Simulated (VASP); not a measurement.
# Cs (I4_1/amd) in VASP: relaxation of cell and atoms with PBE

Aim: the relaxation of cell and atoms of Cs with PBE.

Program: VASP 6.6.1. These are calculated values, not measurements. Logs are shortened: lines on timing, memory, paths and dates and some standing lists are left out, and cuts for length are marked.

## (1) The cell of the first run

The structure is tetragonal, space group I4_1/amd (No. 141). The conventional cell has a = 7.613 Å, b = 7.613 Å, c = 4.071 Å, α = 90.00°, β = 90.00°, γ = 90.00°. Within 5.2 Å of Cs (site symmetry -4m2) lie 10 Cs at 3.94 to 4.88 Å.

## (2) Relaxation of cell and atoms, PBE, target pressure 3.3 GPa, at which the enthalpy is minimised

Input file INCAR:

```
SYSTEM = Cs
PREC = Accurate
ENCUT = 600
EDIFF = 1E-6
ISMEAR = -1
SIGMA = 0.08
LREAL = .False.
LASPH = .True.
NELM = 80
ALGO = Normal
ISIF = 3
LWAVE = .False.
LCHARG = .False.
GGA = PE
IBRION = 2
NSW = 32
EDIFFG = -0.005
PSTRESS = 33.0
```

Input file KPOINTS:

```
Automatic mesh
0
Gamma
  11 11 11
  0 0 0
```

Input file POSCAR:

```
Cs
1.0
   -3.8065211901      3.8065211901      2.0354579798
    3.8065211901     -3.8065211901      2.0354579798
    3.8065211901      3.8065211901     -2.0354579798
Cs
2
Direct
   -0.3750000000     -0.1250000000     -0.2500000000
    0.3750000000      0.1250000000      0.2500000000
```

Potentials or basis: VASP PAW PBE potentials, release 64 (Cs_sv).

Run with:

```console
> cat potpaw_PBE.64/Cs_sv/POTCAR > POTCAR
> mpirun -np 1 vasp_std > vasp.out
```

OUTCAR:

```text
SYSTEM = Cs
   PREC = Accurate
   ENCUT = 600
   EDIFF = 1E-6
   ISMEAR = -1
   LREAL = .False.
   LASPH = .True.
   NELM = 80
   ISIF = 3
   GGA = PE
   IBRION = 2
   NSW = 32
   EDIFFG = -0.005
   PSTRESS = 33.0

 ion  position               nearest neighbor table
   1  0.625  0.875  0.750-
   2  0.375  0.125  0.250-

  LATTYP: Found a body centered tetragonal cell.
 ALAT       =     7.6130423802
 C/A-ratio  =     0.5347291866

  Lattice vectors:

 A1 = (  -3.8065211901,   3.8065211901,   2.0354579798)
 A2 = (   3.8065211901,  -3.8065211901,   2.0354579798)
 A3 = (   3.8065211901,   3.8065211901,  -2.0354579798)

Analysis of symmetry for initial positions (statically):
=====================================================================
 Subroutine PRICEL returns:
 Original cell was already a primitive cell.

 Routine SETGRP: Setting up the symmetry group for a
 body centered tetragonal supercell.

 Subroutine GETGRP returns: Found 16 space group operations
 (whereof  4 operations were pure point group operations)
 out of a pool of 16 trial point group operations.

The static configuration has the point symmetry C_2h.
 The point group associated with its full space group is D_4h.

Analysis of symmetry for dynamics (positions and initial velocities):
=====================================================================
 Subroutine PRICEL returns:
 Original cell was already a primitive cell.

 Routine SETGRP: Setting up the symmetry group for a
 body centered tetragonal supercell.

 Subroutine GETGRP returns: Found 16 space group operations
 (whereof  4 operations were pure point group operations)
 out of a pool of 16 trial point group operations.

The dynamic configuration has the point symmetry C_2h.
 The point group associated with its full space group is D_4h.

 Subroutine INISYM returns: Found 16 space group operations
 (whereof  4 operations are pure point group operations),
 and found     1 'primitive' translations

----------------------------------------------------------------------------------------

                                     Primitive cell

  volume of cell :     117.9719

  direct lattice vectors                    reciprocal lattice vectors
    -3.806521190  3.806521190  2.035457980     0.000000000  0.131353531  0.245644963
     3.806521190 -3.806521190  2.035457980     0.131353531  0.000000000  0.245644963
     3.806521190  3.806521190 -2.035457980     0.131353531  0.131353531  0.000000000

  length of vectors
     5.755197332  5.755197332  5.755197332     0.278559146  0.278559146  0.185761945

  position of ions in fractional coordinates (direct lattice)
     0.625000000  0.875000000  0.750000000
     0.375000000  0.125000000  0.250000000

  ion indices of the primitive-cell ions
   primitive index   ion index
                 1           1
                 2           2

----------------------------------------------------------------------------------------

 KPOINTS: Automatic mesh

Automatic generation of k-mesh.
 Grid dimensions read from file:
 generate k-points for:   11   11   11

 Generating k-lattice:

  Cartesian coordinates                     Fractional coordinates (reciprocal lattice)
     0.000000000  0.011941230  0.022331360     0.090909091  0.000000000 -0.000000000
     0.011941230  0.000000000  0.022331360     0.000000000  0.090909091 -0.000000000
     0.011941230  0.011941230  0.000000000     0.000000000  0.000000000  0.090909091

  Length of vectors
     0.025323559  0.025323559  0.016887450

  Shift w.r.t. Gamma in fractional coordinates (k-lattice)
     0.000000000  0.000000000  0.000000000

 Subroutine IBZKPT returns following result:
 ===========================================

 Found    126 irreducible k-points:

 Following reciprocal coordinates:
            Coordinates               Weight
  0.000000  0.000000  0.000000      1.000000
  0.090909 -0.000000  0.000000      8.000000
  0.181818  0.000000  0.000000      8.000000
  0.272727  0.000000  0.000000      8.000000
  0.363636  0.000000  0.000000      8.000000
  0.454545 -0.000000  0.000000      8.000000
[... 16 lines left out ...]
 -0.272727  0.181818 -0.000000     16.000000
 -0.181818  0.181818  0.000000      4.000000
 [... further k-points ...]
   k-points           NKPTS =    126   k-points in BZ     NKDIM =    126   number of bands    NBANDS=     13
   number of dos      NEDOS =    301   number of ions     NIONS =      2
   total plane-waves  NPLWV = 110592
   dimension x,y,z NGX =    48 NGY =   48 NGZ =   48
   dimension x,y,z NGXF=    96 NGYF=   96 NGZF=   96
   ions per type =               2
   NGX,Y,Z   is equivalent  to a cutoff of  13.87, 13.87, 13.87 a.u.
   NGXF,Y,Z  is equivalent  to a cutoff of  27.73, 27.73, 27.73 a.u.
 SYSTEM =  Cs
   PREC   = accura    normal or accurate (medium, high low for compatibility)
   ISTART =      0    job   : 0-new  1-cont  2-samecut
   ICHARG =      2    charge: 1-file 2-atom 10-const
   ISPIN  =      1    spin polarized calculation?
   LNONCOLLINEAR =      F non collinear calculations
   LSORBIT =      F    spin-orbit coupling
   LASPH  =      T    aspherical Exc in radial PAW
   ENCUT  =  600.0 eV  44.10 Ry    6.64 a.u.  11.49 11.49 11.49*2*pi/ulx,y,z
   NELM   =     80;   NELMIN=  2; NELMDL= -5     # of ELM steps
   EDIFF  = 0.1E-05   stopping-criterion for ELM
   LREAL  =      F    real-space projection
   EDIFFG = -.5E-02   stopping-criterion for IOM
   NSW    =     32    number of steps for IOM
   IBRION =      2    ionic relax: 0-MD 1-quasi-New 2-CG
   NFREE  =      1    steps in history (QN), initial steepest desc. (CG)
   ISIF   =      3    stress and relaxation
   ISYM   =      2    0-nonsym 1-usesym 2-fastsym
   POTIM  = 0.5000    time-step for ionic-motion
   TEBEG  =    0.0;   TEEND  =   0.0 temperature during run
   PSTRESS=   33.0 pullay stress
   NELECT =      18.0000    total number of electrons
   NUPDOWN=      -1.0000    fix difference up-down
   EMIN   =  10.00;   EMAX   =-10.00  energy-range for DOS
   EFERMI =   0.00;   METHOD = LEGACY
   ISMEAR =    -1;   SIGMA  =   0.08  broadening in eV -4-tet -1-fermi 0-gaus
   EFERMI_NEDOS =   21; number of points for ismear=-14 and -15
   IALGO  =     38    algorithm
   IMIX   =      4    mixing-type and parameters
     AMIX     =   0.40;   BMIX     =  1.00
     AMIX_MAG =   1.60;   BMIX_MAG =  1.00
  volume/ion in A,a.u.               =      58.99       398.06
  Fermi-wavevector in a.u.,A,eV,Ry     =   0.874795  1.653122 10.412072  0.765266
  Thomas-Fermi vector in A             =   1.994376
   LORBIT       =      0    0 simple, 1 ext, 2 COOP (PROOUT), +10 PAW based schemes
   GGA     = PE    functional components
   LHFCALC =     F    Hartree Fock is set to
   AEXX    =    0.0000 exact exchange contribution
   IVDW    =     0    specifies the selected vdW correction
   LEPSILON=     F    determine dielectric tensor
   LRPA    =     F    only Hartree local field effects (RPA)
 conjugate gradient relaxation of ions
 non-spin polarized calculation
  energy-cutoff  :      600.00
  volume of cell :      117.97
 maximum number of plane-waves:      3961
 NGX is ok and might be reduce to    48
   NGX = 23   NGY = 23   NGZ = 23

--------------------------------------- Ionic step        1  -------------------------------------------

 number of electron      17.9999998 magnetization

 Free energy of the ion-electron system (eV)
  ---------------------------------------------------
  ext. energy  EPLUGINS =         0.00000000
  ---------------------------------------------------
  free energy    TOTEN  =        -0.70938278 eV

  energy without entropy =       -0.60374882  energy(sigma->0) =       -0.65656580

------------------------ aborting loop because EDIFF is reached ----------------------------------------

  FORCE on cell =-STRESS in cart. coord.  units (eV):
  Direction    XX          YY          ZZ          XY          YZ          ZX
  --------------------------------------------------------------------------------------
  -------------------------------------------------------------------------------------
  Total        2.4421134      2.4421134      2.4459271      0.0000000      0.0000000     -0.0000000
  in kB       33.1663567     33.1663567     33.2181507      0.0000000      0.0000000     -0.0000000
  external PRESSURE =       0.1836213 kB  Pullay stress =      33.0000000 kB

 VOLUME and BASIS-vectors are now :
 -----------------------------------------------------------------------------
  energy-cutoff  :      600.00
  volume of cell :      117.97
      direct lattice vectors                 reciprocal lattice vectors
    -3.806521190  3.806521190  2.035457980     0.000000000  0.131353531  0.245644963
     3.806521190 -3.806521190  2.035457980     0.131353531  0.000000000  0.245644963
     3.806521190  3.806521190 -2.035457980     0.131353531  0.131353531  0.000000000
[... 46 lines left out ...]
  FREE ENERGIE OF THE ION-ELECTRON SYSTEM (eV)
  ---------------------------------------------------
  free  energy   TOTEN  =        -0.7117726736 eV

  energy  without entropy=       -0.6061871066  energy(sigma->0) =       -0.65897989

  enthalpy is  TOTEN    =         1.7204696089 eV   P V=        2.4322422824

--------------------------------------- Ionic step        3  -------------------------------------------

 number of electron      17.9999998 magnetization

 Free energy of the ion-electron system (eV)
  ---------------------------------------------------
  ext. energy  EPLUGINS =         0.00000000
  ---------------------------------------------------
  free energy    TOTEN  =        -0.71668557 eV

  energy without entropy =       -0.61120517  energy(sigma->0) =       -0.66394537

 E-fermi :   2.6675     XC(G=0):  -7.4127

 val. band max:        2.6671810304   @ k =  -0.0909  -0.4545   0.0909
 cond. band min:       2.6700920980   @ k =  -0.0909  -0.1818   0.0909
 fundamental gap:      0.0029110676
 Fermi energy:         2.6675148831

 k-point     1 :       0.0000    0.0000    0.0000
  band No.  band energies     occupation
      1     -21.2228      2.00000
      2     -20.9854      2.00000
      3      -8.4389      2.00000
      4      -8.4389      2.00000
      5      -7.5181      2.00000
      6      -7.5092      2.00000
      7      -7.4706      2.00000
      8      -7.4706      2.00000
      9       0.6320      2.00000
     10       2.0559      1.99904
     11       3.9131      0.00000
     12       4.0653      0.00000
     13       4.6689      0.00000

 k-point     2 :       0.0909   -0.0000    0.0000
  band No.  band energies     occupation
      1     -21.2124      2.00000
      2     -20.9834      2.00000
      3      -8.4309      2.00000
      4      -8.4079      2.00000
      5      -7.6075      2.00000
      6      -7.5951      2.00000
      7      -7.4829      2.00000
      8      -7.4657      2.00000
      9       0.8164      2.00000
     10       2.1548      1.99671
     11       4.0747      0.00000
[... 339 lines left out ...]
 k-point    24 :      -0.1818    0.1818    0.0000
  band No.  band energies     occupation
      1     -21.2040      2.00000
      2     -21.0043      2.00000
      3      -8.3892      2.00000
      4      -8.3775      2.00000
      5      -7.6296      2.00000
      6      -7.5832      2.00000
      7      -7.5036      2.00000
      8      -7.4457      2.00000
      9       0.9517      2.00000
     10       2.2966      1.98079
     11       3.7602      0.00000
     12       4.2453      0.00000
     13       4.5056      0.00000

 [... further k-points ...]

------------------------ aborting loop because EDIFF is reached ----------------------------------------

  FORCE on cell =-STRESS in cart. coord.  units (eV):
  Direction    XX          YY          ZZ          XY          YZ          ZX
  --------------------------------------------------------------------------------------
  -------------------------------------------------------------------------------------
  Total        2.4359293      2.4359293      2.4396314     -0.0000000     -0.0000000      0.0000000
  in kB       32.9835463     32.9835463     33.0336743     -0.0000000     -0.0000000      0.0000000
  external PRESSURE =       0.0002557 kB  Pullay stress =      33.0000000 kB

 VOLUME and BASIS-vectors are now :
 -----------------------------------------------------------------------------
  energy-cutoff  :      600.00
  volume of cell :      118.33
      direct lattice vectors                 reciprocal lattice vectors
    -3.809962009  3.809962009  2.037870729     0.000000000  0.131234904  0.245354130
     3.809962009 -3.809962009  2.037870729     0.131234904  0.000000000  0.245354130
     3.809962009  3.809962009 -2.037870729     0.131234904  0.131234904  0.000000000

 POSITION                                       TOTAL-FORCE (eV/Angst)
 -----------------------------------------------------------------------------------
      3.80996      1.90498      1.52840        -0.000000      0.000000      0.000000
     -0.00000      1.90498      0.50947         0.000000     -0.000000     -0.000000
 -----------------------------------------------------------------------------------
    total drift:                                0.000000     -0.000000      0.000000

  FREE ENERGIE OF THE ION-ELECTRON SYSTEM (eV)
  ---------------------------------------------------
  free  energy   TOTEN  =        -0.7166855666 eV

  energy  without entropy=       -0.6112051657  energy(sigma->0) =       -0.66394537

  enthalpy is  TOTEN    =         1.7204588817 eV   P V=        2.4371444483

 reached required accuracy - stopping structural energy minimisation
```

Run time: 8.8 min. Hardware: 1 thread of Intel Xeon 8259CL, shared host; peak memory 0.46 GiB.

What came out:

| Item | Value |
| --- | --- |
| Free energy | -0.7167 eV |
| Relaxed volume | 59.16 Å³/atom |
| Relaxed cell | a = 5.761 Å, b = 5.761 Å, c = 5.761 Å, α = 97.19°, β = 97.19°, γ = 138.57° |
| Space group after relaxing (to 0.1 Å) | I4_1/amd (No. 141) |
| Energy change on relaxing (the run minimises the enthalpy) | -3.7 meV/atom |
| Ionic steps | 3 |
| Pressure after relaxing | 3.3 GPa |
| Band gap on the k mesh | zero (bands 9 and 10 overlap by 1.32 eV) |

Step by step:
| step | energy change (eV) | largest force (eV/Å) | pressure (GPa) | volume (Å³) |
| --- | --- | --- | --- | --- |
| 1 | 0.0000 | 0.0000 | 3.32 | 117.97 |
| 2 | -0.0024 | 0.0000 | 3.31 | 118.09 |
| 3 | -0.0073 | 0.0000 | 3.30 | 118.33 |

Final structure:
```
Cs
1.0
    -3.80996    3.80996    2.03787
     3.80996   -3.80996    2.03787
     3.80996    3.80996   -2.03787
Cs
2
Direct
  0.62500 0.87500 0.75000
  0.37500 0.12500 0.25000
```

Levels at points of the mesh, in eV from the Fermi level:
```csv
k point,band 6,band 7,band 8,band 9,band 10,band 11,band 12,band 13
"(0.00, 0.00, 0.00)",-10.18,-10.14,-10.14,-2.04,-0.61,1.25,1.40,2.00
```

Caveat: the cell is relaxed towards a set pressure, so the run minimises the enthalpy, not the energy; spin-orbit coupling is left out, which moves the levels of the heavy elements.
